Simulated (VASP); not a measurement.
# Ir (Im-3m) in VASP: further runs

Aim: see how the results for Ir move with the level of theory and the settings. Levels: r2SCAN, r2SCAN0. Tasks: single point.

Everything below comes from runs of VASP 6.6.1. Logs are shortened: lines on timing, memory, paths and dates and some standing lists are left out, and cuts for length are marked.

## Step 1: The cell of the first run

Symmetry: Im-3m, No. 229, cubic system. Conventional cell: a = 3.088 Å, b = 3.088 Å, c = 3.088 Å, α = 90.00°, β = 90.00°, γ = 90.00°. Within 3.5 Å of Ir (site symmetry m-3m) lie 14 Ir at 2.67 to 3.09 Å.

## Step 2: Single point, r2SCAN

POSCAR

```
Ir
1.0
   -1.5441066768      1.5441066768      1.5441066768
    1.5441066768     -1.5441066768      1.5441066768
    1.5441066768      1.5441066768     -1.5441066768
Ir
1
Direct
    0.0000000000      0.0000000000      0.0000000000
```

INCAR.step1

```
SYSTEM = Ir
PREC     = Accurate       ! precision mode
ENCUT    = 520            ! plane-wave cutoff, eV
ISMEAR   = -1             ! smearing method
SIGMA    = 0.1            ! smearing width, eV
LREAL    = .FALSE.        ! projectors in reciprocal space
LASPH    = .TRUE.         ! aspherical terms in the spheres
NELM     = 80             ! most SCF steps
NBANDS   = 10             ! bands
GGA      = PE             ! functional
ALGO     = Normal         ! electronic algorithm
EDIFF    = 1E-4           ! SCF threshold, eV
LWAVE    = .TRUE.         ! write WAVECAR
LCHARG   = .FALSE.        ! write CHGCAR
```

INCAR.step2

```
SYSTEM = Ir
PREC     = Accurate       ! precision mode
ENCUT    = 520            ! plane-wave cutoff, eV
EDIFF    = 1E-6           ! SCF threshold, eV
ISMEAR   = -1             ! smearing method
SIGMA    = 0.1            ! smearing width, eV
LREAL    = .FALSE.        ! projectors in reciprocal space
LASPH    = .TRUE.         ! aspherical terms in the spheres
NELM     = 80             ! most SCF steps
ALGO     = Normal         ! electronic algorithm
ISIF     = 2              ! what is computed and relaxed
LWAVE    = .FALSE.        ! write WAVECAR
LCHARG   = .FALSE.        ! write CHGCAR
METAGGA  = R2SCAN         ! meta-GGA
LMIXTAU  = .TRUE.       
NBANDS   = 10             ! bands
ISTART   = 1
```

KPOINTS

```
regular mesh
0
G
  7 7 7
  0 0 0
```

Potentials or basis: VASP PAW PBE potentials, release 64 (Ir).

Run with:

```bash
> cat potpaw_PBE.64/Ir/POTCAR > POTCAR
> cp INCAR.step1 INCAR
> mpirun -np 1 vasp_std > vasp.out
> cp INCAR.step2 INCAR
> mpirun -np 1 vasp_std > vasp.out
```

OUTCAR:

```text
SYSTEM = Ir
   PREC = Accurate
   ENCUT = 520
   EDIFF = 1E-6
   ISMEAR = -1
   LREAL = .FALSE.
   LASPH = .TRUE.
   NELM = 80
   ISIF = 2
   METAGGA = R2SCAN
   ISTART = 1

 ion  position               nearest neighbor table
   1  0.000  0.000  0.000-

  LATTYP: Found a body centered cubic cell.
 ALAT       =     3.0882133536

  Lattice vectors:

 A1 = (  -1.5441066768,   1.5441066768,   1.5441066768)
 A2 = (   1.5441066768,  -1.5441066768,   1.5441066768)
 A3 = (   1.5441066768,   1.5441066768,  -1.5441066768)

Analysis of symmetry for initial positions (statically):
=====================================================================
 Subroutine PRICEL returns:
 Original cell was already a primitive cell.

 Routine SETGRP: Setting up the symmetry group for a
 body centered cubic supercell.

 Subroutine GETGRP returns: Found 48 space group operations
 (whereof 48 operations were pure point group operations)
 out of a pool of 48 trial point group operations.

The static configuration has the point symmetry O_h .

Analysis of symmetry for dynamics (positions and initial velocities):
=====================================================================
 Subroutine PRICEL returns:
 Original cell was already a primitive cell.

 Routine SETGRP: Setting up the symmetry group for a
 body centered cubic supercell.

 Subroutine GETGRP returns: Found 48 space group operations
 (whereof 48 operations were pure point group operations)
 out of a pool of 48 trial point group operations.

The dynamic configuration has the point symmetry O_h .

 Subroutine INISYM returns: Found 48 space group operations
 (whereof 48 operations are pure point group operations),
 and found     1 'primitive' translations

----------------------------------------------------------------------------------------

                                     Primitive cell

  volume of cell :      14.7262

  direct lattice vectors                    reciprocal lattice vectors
    -1.544106677  1.544106677  1.544106677     0.000000000  0.323811824  0.323811824
     1.544106677 -1.544106677  1.544106677     0.323811824  0.000000000  0.323811824
     1.544106677  1.544106677 -1.544106677     0.323811824  0.323811824  0.000000000

  length of vectors
     2.674471217  2.674471217  2.674471217     0.457939074  0.457939074  0.457939074

  position of ions in fractional coordinates (direct lattice)
     0.000000000  0.000000000  0.000000000

  ion indices of the primitive-cell ions
   primitive index   ion index
                 1           1

----------------------------------------------------------------------------------------

 KPOINTS: regular mesh

Automatic generation of k-mesh.
 Grid dimensions read from file:
 generate k-points for:    7    7    7

 Generating k-lattice:

  Cartesian coordinates                     Fractional coordinates (reciprocal lattice)
     0.000000000  0.046258832  0.046258832     0.142857143  0.000000000  0.000000000
     0.046258832  0.000000000  0.046258832     0.000000000  0.142857143  0.000000000
     0.046258832  0.046258832  0.000000000     0.000000000  0.000000000  0.142857143

  Length of vectors
     0.065419868  0.065419868  0.065419868

  Shift w.r.t. Gamma in fractional coordinates (k-lattice)
     0.000000000  0.000000000  0.000000000

 Subroutine IBZKPT returns following result:
 ===========================================

 Found     20 irreducible k-points:

 Following reciprocal coordinates:
            Coordinates               Weight
  0.000000  0.000000  0.000000      1.000000
  0.142857  0.000000  0.000000     12.000000
  0.285714  0.000000  0.000000     12.000000
  0.428571  0.000000  0.000000     12.000000
  0.142857  0.142857  0.000000     24.000000
  0.285714  0.142857  0.000000     48.000000
[... 12 lines left out ...]
 -0.428571 -0.428571  0.285714      8.000000
 -0.428571  0.428571  0.428571      6.000000
   k-points           NKPTS =     20   k-points in BZ     NKDIM =     20   number of bands    NBANDS=     10
   number of dos      NEDOS =    301   number of ions     NIONS =      1
   total plane-waves  NPLWV =   8000
   dimension x,y,z NGX =    20 NGY =   20 NGZ =   20
   dimension x,y,z NGXF=    40 NGYF=   40 NGZF=   40
   ions per type =               1
   NGX,Y,Z   is equivalent  to a cutoff of  12.43, 12.43, 12.43 a.u.
   NGXF,Y,Z  is equivalent  to a cutoff of  24.86, 24.86, 24.86 a.u.
 SYSTEM =  Ir
   PREC   = accura    normal or accurate (medium, high low for compatibility)
   ISTART =      1    job   : 0-new  1-cont  2-samecut
   ICHARG =      0    charge: 1-file 2-atom 10-const
   ISPIN  =      1    spin polarized calculation?
   LNONCOLLINEAR =      F non collinear calculations
   LSORBIT =      F    spin-orbit coupling
   LASPH  =      T    aspherical Exc in radial PAW
   ENCUT  =  520.0 eV  38.22 Ry    6.18 a.u.   4.97  4.97  4.97*2*pi/ulx,y,z
   NELM   =     80;   NELMIN=  2; NELMDL=  0     # of ELM steps
   EDIFF  = 0.1E-05   stopping-criterion for ELM
   LREAL  =      F    real-space projection
   EDIFFG = 0.1E-04   stopping-criterion for IOM
   NSW    =      0    number of steps for IOM
   IBRION =     -1    ionic relax: 0-MD 1-quasi-New 2-CG
   NFREE  =      0    steps in history (QN), initial steepest desc. (CG)
   ISIF   =      2    stress and relaxation
   ISYM   =      2    0-nonsym 1-usesym 2-fastsym
   POTIM  = 0.5000    time-step for ionic-motion
   TEBEG  =    0.0;   TEEND  =   0.0 temperature during run
   PSTRESS=    0.0 pullay stress
   NELECT =       9.0000    total number of electrons
   NUPDOWN=      -1.0000    fix difference up-down
   EMIN   =  10.00;   EMAX   =-10.00  energy-range for DOS
   EFERMI =   0.00;   METHOD = LEGACY
   ISMEAR =    -1;   SIGMA  =   0.10  broadening in eV -4-tet -1-fermi 0-gaus
   EFERMI_NEDOS =   21; number of points for ismear=-14 and -15
   IALGO  =     38    algorithm
   IMIX   =      4    mixing-type and parameters
     AMIX     =   0.40;   BMIX     =  1.00
     AMIX_MAG =   1.60;   BMIX_MAG =  1.00
  volume/ion in A,a.u.               =      14.73        99.38
  Fermi-wavevector in a.u.,A,eV,Ry     =   1.389286  2.625370 26.260822  1.930116
  Thomas-Fermi vector in A             =   2.513331
   LORBIT       =      0    0 simple, 1 ext, 2 COOP (PROOUT), +10 PAW based schemes
   METAGGA = R2SCAN    functional components
   LHFCALC =     F    Hartree Fock is set to
   AEXX    =    0.0000 exact exchange contribution
   IVDW    =     0    specifies the selected vdW correction
   LEPSILON=     F    determine dielectric tensor
   LRPA    =     F    only Hartree local field effects (RPA)
 non-spin polarized calculation
  energy-cutoff  :      520.00
  volume of cell :       14.73
 maximum number of plane-waves:       410
   NGX =  9   NGY =  9   NGZ =  9

 number of electron       9.0000001 magnetization

 Free energy of the ion-electron system (eV)
  ---------------------------------------------------
  ext. energy  EPLUGINS =         0.00000000
  ---------------------------------------------------
  free energy    TOTEN  =       -51.78587509 eV

  energy without entropy =      -51.71803330  energy(sigma->0) =      -51.75195419

 E-fermi :   9.2076     XC(G=0): -15.0399

 val. band max:        9.1911382038   @ k =   0.2857   0.1429   0.1429
 cond. band min:       9.2120247245   @ k =   0.2857   0.2857   0.1429
 fundamental gap:      0.0208865207
 Fermi energy:         9.2075705381

 k-point     1 :       0.0000    0.0000    0.0000
  band No.  band energies     occupation
      1      -1.5802      2.00000
      2       5.6098      2.00000
      3       5.6098      2.00000
      4       5.6098      2.00000
      5       8.6756      1.99026
      6       8.6756      1.99026
      7      27.1775      0.00000
      8      27.1775      0.00000
      9      27.1775      0.00000
     10      38.2332      0.00000

 k-point     2 :       0.1429    0.0000    0.0000
  band No.  band energies     occupation
      1      -0.6586      2.00000
      2       5.2066      2.00000
      3       5.5520      2.00000
      4       6.4385      2.00000
      5       8.2471      1.99987
      6       8.7137      1.98577
      7      27.4393      0.00000
      8      27.8097      0.00000
      9      28.6104      0.00000
     10      34.2282      0.00000

 k-point     3 :       0.2857    0.0000    0.0000
  band No.  band energies     occupation
      1       1.2211      2.00000
      2       4.3980      2.00000
      3       5.7064      2.00000
      4       8.2315      1.99988
      5       8.6555      1.99203
      6       8.8881      1.92129
      7      24.1859      0.00000
      8      25.5967      0.00000
      9      32.2275      0.00000
     10      32.2792      0.00000

 k-point     4 :       0.4286    0.0000    0.0000
  band No.  band energies     occupation
      1       1.6595      2.00000
      2       3.8244      2.00000
      3       8.0583      1.99998
      4       8.8310      1.95473
      5       9.1318      1.36155
      6      11.0879      0.00000
      7      18.6504      0.00000
      8      23.3876      0.00000
      9      27.6842      0.00000
     10      35.5377      0.00000
[... 170 lines left out ...]
 k-point    18 :      -0.4286    0.4286    0.2857
  band No.  band energies     occupation
      1       3.0632      2.00000
      2       3.5325      2.00000
      3       7.0973      2.00000
      4       7.6722      2.00000
      5      10.5908      0.00000
      6      13.6503      0.00000
      7      19.6913      0.00000
      8      22.6031      0.00000
      9      27.3597      0.00000
     10      30.3241      0.00000

 k-point    19 :      -0.4286   -0.4286    0.2857
  band No.  band energies     occupation
      1       2.9189      2.00000
      2       2.9189      2.00000
      3       7.1177      2.00000
      4      10.0384      0.00049
      5      10.0384      0.00049
      6      17.4168      0.00000
      7      18.2807      0.00000
      8      18.2807      0.00000
      9      30.0205      0.00000
     10      30.4194      0.00000

 k-point    20 :      -0.4286    0.4286    0.4286
  band No.  band energies     occupation
      1       2.3203      2.00000
      2       2.4152      2.00000
      3       9.8882      0.00221
      4       9.8882      0.00221
      5      10.4933      0.00001
      6      15.6466      0.00000
      7      19.0897      0.00000
      8      19.0897      0.00000
      9      26.1215      0.00000
     10      30.4460      0.00000

------------------------ aborting loop because EDIFF is reached ----------------------------------------

  FORCE on cell =-STRESS in cart. coord.  units (eV):
  Direction    XX          YY          ZZ          XY          YZ          ZX
  --------------------------------------------------------------------------------------
  -------------------------------------------------------------------------------------
  Total        0.0952489      0.0952489      0.0952489     -0.0000000     -0.0000000      0.0000000
  in kB       10.3628401     10.3628401     10.3628401     -0.0000000     -0.0000000      0.0000000
  external PRESSURE =      10.3628401 kB  Pullay stress =       0.0000000 kB

 VOLUME and BASIS-vectors are now :
 -----------------------------------------------------------------------------
  energy-cutoff  :      520.00
  volume of cell :       14.73
      direct lattice vectors                 reciprocal lattice vectors
    -1.544106677  1.544106677  1.544106677     0.000000000  0.323811824  0.323811824
     1.544106677 -1.544106677  1.544106677     0.323811824  0.000000000  0.323811824
     1.544106677  1.544106677 -1.544106677     0.323811824  0.323811824  0.000000000

 POSITION                                       TOTAL-FORCE (eV/Angst)
 -----------------------------------------------------------------------------------
      0.00000      0.00000      0.00000        -0.000000      0.000000      0.000000
 -----------------------------------------------------------------------------------
    total drift:                                0.000000     -0.000000      0.000000

  FREE ENERGIE OF THE ION-ELECTRON SYSTEM (eV)
  ---------------------------------------------------
  free  energy   TOTEN  =       -51.7858750896 eV

  energy  without entropy=      -51.7180332974  energy(sigma->0) =      -51.75195419
```

It used 20 s of CPU time on 1 thread of AMD EPYC 7R13 Processor (Zen 3) (shared host).

Results:

| Quantity | Value |
| --- | --- |
| Free energy | -51.7859 eV |
| Pressure | 1.0 GPa |

Caveat: the k points lie up to 0.41 Å⁻¹ apart; the PAW data sets were made with another functional, which shifts forces and pressure a little; spin-orbit coupling is left out, which moves the levels of the heavy elements.

## Step 3: Single point, r2SCAN0

POSCAR is that of step 2.

INCAR.step1

```
SYSTEM = Ir
  PREC = Accurate
  ENCUT = 520
  EDIFF = 1E-5
  ISMEAR = -1
  SIGMA = 0.1
  LREAL = .False.
  LASPH = .True.
  NELM = 80
  ALGO = Normal
  ISIF = 2
  LWAVE = .True.
  LCHARG = .False.
  GGA = PE
  NBANDS = 10
```

INCAR.step2

```
SYSTEM = Ir
  PREC = Accurate
  ENCUT = 520
  EDIFF = 1E-6
  ISMEAR = -1
  SIGMA = 0.1
  LREAL = .False.
  LASPH = .True.
  NELM = 80
  ALGO = Normal
  ISIF = 2
  LWAVE = .False.
  LCHARG = .False.
  METAGGA = R2SCAN
  LHFCALC = .True.
  AEXX = 0.25
  LMIXTAU = .True.
  PRECFOCK = Normal
  ISTART = 1
  NBANDS = 10
```

KPOINTS

```
regular mesh
0
Gamma
  7 7 7
  0 0 0
```

Potentials or basis: VASP PAW PBE potentials, release 64 (Ir).

Run with:

```bash
> cat potpaw_PBE.64/Ir/POTCAR > POTCAR
> cp INCAR.step1 INCAR
> mpirun -np 1 vasp_std > vasp.out
> cp INCAR.step2 INCAR
> mpirun -np 1 vasp_std > vasp.out
```

It used 1400 s of CPU time on 1 thread of AMD EPYC 7R13 Processor (Zen 3), on a shared host.

It converged, with:

* Free energy: -43.3485 eV
* Pressure: -8.8 GPa

Levels at points of the mesh, in eV from the Fermi level:
| k point | band 3 | band 4 | band 5 | band 6 | band 7 | band 8 |
| --- | --- | --- | --- | --- | --- | --- |
| (0.00, 0.00, 0.00) | -4.41 | -4.41 | -1.25 | -1.25 | 19.52 | 19.52 |

Caveat: the k points lie up to 0.41 Å⁻¹ apart; the PAW data sets were made with another functional, which shifts forces and pressure a little; spin-orbit coupling is left out, which moves the levels of the heavy elements.
